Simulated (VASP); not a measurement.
Write the native input for VASP 6.6.1 that does the following.

- Task: relaxation of the atoms
- Functional: PBE
- Dispersion: D3(BJ)
- Potentials or basis: VASP PAW PBE potentials, release 64 (As)
- Cutoff: 520 eV
- k mesh: 9 × 9 × 1
- Occupations: gaussian, width 0.02 eV
- Spin: no spin polarisation
- Dipole correction: yes
- Further INCAR settings: ALGO = Normal; EDIFF = 1e-06; IBRION = 2; EDIFFG = -0.01; NSW = 60

The structure of As lies in POSCAR:

```
As
1.0
    3.7144892312      0.0000000000      0.0000000000
   -1.8572446156      3.2168420363      0.0000000000
    0.0000000000      0.0000000000     28.5742413760
As
2
Direct
    0.3333333333      0.6666666667      0.4755450732
    0.6666666667      0.3333333333      0.5244549268
```

This cell differs from its parent crystal: biaxial strain +0.040.

One way to write it, as run:

INCAR

```
  PREC = Accurate
  ENCUT = 520
  EDIFF = 1E-6
  ISMEAR = 0
  SIGMA = 0.02
  LREAL = False
  LASPH = True
  NELM = 80
  ALGO = Normal
  ISIF = 2
  LWAVE = False
  LCHARG = False
  LDIPOL = True
  IDIPOL = 3
  DIPOL = 0.5 0.5 0.500
  GGA = PE
  IVDW = 12
  IBRION = 2
  NSW = 60
  EDIFFG = -0.01
```

KPOINTS

```
regular mesh
0
Gamma
  9 9 1
```

Potentials or basis: VASP PAW PBE potentials, release 64 (As).

The run is started by

```sh
$ cat potpaw_PBE.64/As/POTCAR > POTCAR
$ mpirun -np 1 vasp_std > vasp.out
```

Results of the run:

```yaml
Energy_gained_by_relaxing: 2.8 meV/atom
Ionic_steps: 3
Band_gap_on_the_k_mesh: 1.58 eV (least direct gap 1.67 eV)
Dispersion_energy_per_atom: -0.195 eV
```

Caveat: the cell differs from its parent crystal (biaxial strain +0.040).

It took 73 s on 1 thread of Intel(R) Xeon(R) Platinum 8559C (Emerald Rapids), on a shared host, peak memory 0.43 GiB.
